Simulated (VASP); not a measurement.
# BN (P6_3mc) in VASP: a series of runs, part 2 of 2

VASP 6.6.1.

**3. Single point, LDA**

Contents of INCAR:

```
SYSTEM = BN
ALGO     = Normal         ! electronic algorithm
EDIFF    = 1E-7           ! SCF threshold, eV
ENCUT    = 520            ! plane-wave cutoff, eV
ISIF     = 2              ! what is computed and relaxed
ISMEAR   = 0              ! smearing method
LASPH    = .TRUE.         ! aspherical terms in the spheres
LCHARG   = .FALSE.        ! write CHGCAR
LREAL    = .FALSE.        ! projectors in reciprocal space
LWAVE    = .FALSE.        ! write WAVECAR
NBANDS   = 16             ! bands
NELM     = 100            ! most SCF steps
PREC     = Accurate       ! precision mode
SIGMA    = 0.01           ! smearing width, eV
```

Contents of KPOINTS:

```
k-points
0
G
  12 12 6
  0 0 0
```

Contents of POSCAR:

```
BN
1.0
    2.5439493036      0.0000000000      0.0000000000
   -1.2719746518      2.2031247228      0.0000000000
    0.0000000000      0.0000000000      4.2078167811
B N
2 2
Direct
    0.6666666667      0.3333333333      0.0002035744
    0.3333333333      0.6666666667      0.5002035744
    0.6666666667      0.3333333333      0.3747964256
    0.3333333333      0.6666666667      0.8747964256
```

Potentials or basis: VASP PAW LDA potentials, release 64 (B, N).

Run with:

```console
$ cat potpaw_LDA.64/B/POTCAR potpaw_LDA.64/N/POTCAR > POTCAR
$ mpirun -np 1 vasp_std > vasp.out
```

OUTCAR:

```text
SYSTEM = BN
   EDIFF = 1E-7
   ENCUT = 520
   ISIF = 2
   ISMEAR = 0
   LASPH = .TRUE.
   LREAL = .FALSE.
   NELM = 100
   PREC = Accurate

 ion  position               nearest neighbor table
   1  0.667  0.333  0.000-   4 1.56   4 1.56   4 1.56   3 1.58
   2  0.333  0.667  0.500-   3 1.56   3 1.56   3 1.56   4 1.58
   3  0.667  0.333  0.375-   2 1.56   2 1.56   2 1.56   1 1.58
   4  0.333  0.667  0.875-   1 1.56   1 1.56   1 1.56   2 1.58

  LATTYP: Found a hexagonal cell.
 ALAT       =     2.5439493036
 C/A-ratio  =     1.6540489919

[... 656 lines left out ...]
  --------------------------------------------------------------------------------------
  -------------------------------------------------------------------------------------
  Total       -1.2484408     -1.2484408     -1.2199880     -0.0000000      0.0000000      0.0000000
  in kB      -84.8152968    -84.8152968    -82.8823011     -0.0000000      0.0000000      0.0000000
  external PRESSURE =     -84.1709649 kB  Pullay stress =       0.0000000 kB

 VOLUME and BASIS-vectors are now :
 -----------------------------------------------------------------------------
  energy-cutoff  :      520.00
  volume of cell :       23.58
      direct lattice vectors                 reciprocal lattice vectors
     2.543949304  0.000000000  0.000000000     0.393089594  0.226950383  0.000000000
    -1.271974652  2.203124723  0.000000000     0.000000000  0.453900766  0.000000000
     0.000000000  0.000000000  4.207816781     0.000000000  0.000000000  0.237652933

 POSITION                                       TOTAL-FORCE (eV/Angst)
 -----------------------------------------------------------------------------------
      1.27197      0.73437      0.00086         0.000000      0.000000      0.002035
     -0.00000      1.46875      2.10476         0.000000      0.000000      0.002035
      1.27197      0.73437      1.57707         0.000000      0.000000     -0.002035
     -0.00000      1.46875      3.68098        -0.000000     -0.000000     -0.002035
 -----------------------------------------------------------------------------------
    total drift:                                0.000000      0.000000     -0.000121

  FREE ENERGIE OF THE ION-ELECTRON SYSTEM (eV)
  ---------------------------------------------------
  free  energy   TOTEN  =       -38.7430139879 eV

  energy  without entropy=      -38.7430139879  energy(sigma->0) =      -38.74301399
```

OSZICAR:

```text
N       E                     dE             d eps       ncg     rms          rms(c)
DAV:   1     0.339623507421E+02    0.33962E+02   -0.83816E+03  2432   0.974E+02
DAV:   2    -0.389527352722E+02   -0.72915E+02   -0.68250E+02  3504   0.216E+02
DAV:   3    -0.410206495004E+02   -0.20679E+01   -0.20635E+01  2760   0.334E+01
DAV:   4    -0.410248081610E+02   -0.41587E-02   -0.41585E-02  2896   0.181E+00
DAV:   5    -0.410248191849E+02   -0.11024E-04   -0.11024E-04  2688   0.837E-02    0.923E+00
DAV:   6    -0.390167308477E+02    0.20081E+01   -0.25120E+00  2912   0.140E+01    0.422E+00
DAV:   7    -0.388075903927E+02    0.20914E+00   -0.26498E-01  3096   0.402E+00    0.257E+00
DAV:   8    -0.387446303254E+02    0.62960E-01   -0.81194E-02  2992   0.205E+00    0.260E-01
DAV:   9    -0.387430583701E+02    0.15720E-02   -0.26085E-03  2704   0.500E-01    0.140E-01
DAV:  10    -0.387430150213E+02    0.43349E-04   -0.16544E-04  3120   0.109E-01    0.168E-02
DAV:  11    -0.387430142261E+02    0.79520E-06   -0.13707E-05  2856   0.323E-02    0.116E-02
DAV:  12    -0.387430139941E+02    0.23199E-06   -0.15139E-06  2792   0.107E-02    0.664E-04
DAV:  13    -0.387430139879E+02    0.62230E-08   -0.59941E-08  1376   0.217E-03
   1 F= -.38743014E+02 E0= -.38743014E+02  d E =-.218442E-38
```

Run time: 25 s. Hardware: 1 thread of AMD EPYC 7R43 (Zen 3), shared host; peak memory 0.1 GiB.

What came out:

```
Free energy            : -38.7430 eV
Pressure               : -8.4 GPa
Band gap on the k mesh : 4.96 eV, indirect (least direct gap 8.17 eV)
```

Forces on the atoms (eV/Å):
```
B    0.000  0.000  0.002
B    0.000  0.000  0.002
N    0.000  0.000 -0.002
N    0.000  0.000 -0.002
```

Stress tensor (GPa, compression positive):
```
-8.48  0.00  0.00
 0.00 -8.48  0.00
 0.00  0.00 -8.29
```

**4. Single point, PBEsol**

This run uses another cell than the first one, of 5.88 Å³/atom, 0.997 times its volume.

Contents of INCAR:

```
SYSTEM = BN
ALGO     = Normal         ! electronic algorithm
EDIFF    = 1E-6           ! SCF threshold, eV
ENCUT    = 520            ! plane-wave cutoff, eV
GGA      = PS             ! functional
ISIF     = 2              ! what is computed and relaxed
ISMEAR   = -1             ! smearing method
LASPH    = .True.         ! aspherical terms in the spheres
LCHARG   = .False.        ! write CHGCAR
LREAL    = .False.        ! projectors in reciprocal space
LWAVE    = .False.        ! write WAVECAR
NBANDS   = 16             ! bands
NELM     = 60             ! most SCF steps
PREC     = Accurate       ! precision mode
SIGMA    = 0.02           ! smearing width, eV
```

Contents of KPOINTS:

```
k-points
0
Gamma
  12 12 6
  0 0 0
```

Contents of POSCAR:

```
BN
1.0
    2.5410075862      0.0000000000      0.0000000000
   -1.2705037931      2.2005771208      0.0000000000
    0.0000000000      0.0000000000      4.2033070291
B N
2 2
Direct
    0.6666666667      0.3333333333      0.0002668212
    0.3333333333      0.6666666667      0.5002668212
    0.6666666667      0.3333333333      0.3747331788
    0.3333333333      0.6666666667      0.8747331788
```

Potentials or basis: VASP PAW PBE potentials, release 64 (B, N).

Run with:

```console
$ cat potpaw_PBE.64/B/POTCAR potpaw_PBE.64/N/POTCAR > POTCAR
$ mpirun -np 1 vasp_std > vasp.out
```

Wall time 27 s (1 thread of AMD EPYC 7R43 (Zen 3), shared host); peak memory 0.11 GiB.

It converged, with:

| Property | Result |
| --- | --- |
| Free energy | -36.6258 eV |
| Pressure | 0.6 GPa |
| Largest force | 0.003 eV/Å |
| Band gap on the k mesh | 4.95 eV, indirect (least direct gap 8.22 eV) |

Forces on the atoms (eV/Å):
```
B    0.000  0.000  0.003
B    0.000  0.000  0.003
N    0.000  0.000 -0.003
N    0.000  0.000 -0.003
```

Levels at points of the mesh, in eV from the valence-band top:
```tsv
k point	band 6	band 7	band 8	band 9	band 10	band 11
(0.00, 0.00, 0.00)	-0.28	0.00	0.00	8.33	8.33	8.57
(0.50, 0.00, 0.00)	-5.05	-4.51	-2.13	6.58	7.82	10.55
(0.00, 0.00, 0.50)	-1.19	-1.19	-1.19	9.48	9.48	9.89
(0.50, 0.00, 0.50)	-3.82	-3.61	-3.61	6.46	6.46	9.97
```

Caveat: the PAW data sets were made with another functional, which shifts forces and pressure a little. Expect the measured gap to be larger: semilocal functionals such as PBEsol lack the derivative discontinuity.

**5. Single point, PBE**

This run uses another cell than the first one, of 5.97 Å³/atom, 1.012 times its volume.

Contents of INCAR:

```
SYSTEM = BN
  PREC = Accurate
  ENCUT = 520
  EDIFF = 1E-6
  ISMEAR = -1
  SIGMA = 0.02
  LREAL = .False.
  LASPH = .True.
  NELM = 100
  ALGO = Normal
  ISIF = 2
  LWAVE = .False.
  LCHARG = .False.
  GGA = PE
  NBANDS = 16
```

Contents of KPOINTS:

```
regular mesh
0
Gamma
  12 12 6
  0 0 0
```

Contents of POSCAR:

```
BN
1.0
    2.5545044022      0.0000000000      0.0000000000
   -1.2772522011      2.2122657064      0.0000000000
    0.0000000000      0.0000000000      4.2245317495
B N
2 2
Direct
    0.6666666667      0.3333333333      0.0001896643
    0.3333333333      0.6666666667      0.5001896643
    0.6666666667      0.3333333333      0.3748103357
    0.3333333333      0.6666666667      0.8748103357
```

Run with:

```console
$ cat potpaw_PBE.64/B/POTCAR potpaw_PBE.64/N/POTCAR > POTCAR
$ mpirun -np 1 vasp_std > vasp.out
```

It took 32 s on 1 thread of AMD EPYC 7R43 (Zen 3), shared host; peak memory 0.11 GiB.

It converged, with:

| Item | Value |
| --- | --- |
| Free energy | -34.8327 eV |
| Pressure | 0.2 GPa |
| Band gap on the k mesh | 5.21 eV, indirect (least direct gap 8.24 eV) |

Forces on the atoms (eV/Å):
```
B    0.000  0.000  0.002
B    0.000  0.000  0.002
N    0.000  0.000 -0.002
N    0.000  0.000 -0.002
```

Levels at points of the mesh, in eV from the valence-band top:
```
           k point  band 6  band 7  band 8  band 9  band 10  band 11
(0.00, 0.00, 0.00)   -0.26    0.00    0.00    8.33     8.33     8.55
(0.50, 0.00, 0.00)   -4.93   -4.36   -2.09    6.68     7.94    10.56
(0.00, 0.00, 0.50)   -1.16   -1.16   -1.16    9.40     9.40     9.88
(0.50, 0.00, 0.50)   -3.73   -3.53   -3.53    6.56     6.56     9.97
```

**6. The runs side by side**

| level | potentials or basis | cell | smearing | gap on the mesh (eV) | pressure (GPa) |
| --- | --- | --- | --- | --- | --- |
| PBE | VASP PAW PBE potentials, release 64 (B, N) | a = 2.544, b = 2.544, c = 4.208 Å, angles 90.0, 90.0, 120.0°, 4 atoms | fermi-dirac 0.02 eV | 5.19 | 4.9 |
| LDA | VASP PAW LDA potentials, release 64 (B, N) | a = 2.544, b = 2.544, c = 4.208 Å, angles 90.0, 90.0, 120.0°, 4 atoms | gaussian 0.01 eV | 4.96 | -8.4 |
| PBEsol | VASP PAW PBE potentials, release 64 (B, N) | a = 2.541, b = 2.541, c = 4.203 Å, angles 90.0, 90.0, 120.0°, 4 atoms | fermi-dirac 0.02 eV | 4.95 | 0.6 |
| PBE | VASP PAW PBE potentials, release 64 (B, N) | a = 2.555, b = 2.555, c = 4.225 Å, angles 90.0, 90.0, 120.0°, 4 atoms | fermi-dirac 0.02 eV | 5.21 | 0.2 |

Alike in all rows: task single point; no spin polarisation; k mesh 12 × 12 × 6; cutoff (eV) 520.

Caveats: the PAW data sets were made with another functional, which shifts forces and pressure a little (some runs).

Total energies depend on the potentials used, so only differences within one code and one set of settings carry meaning.
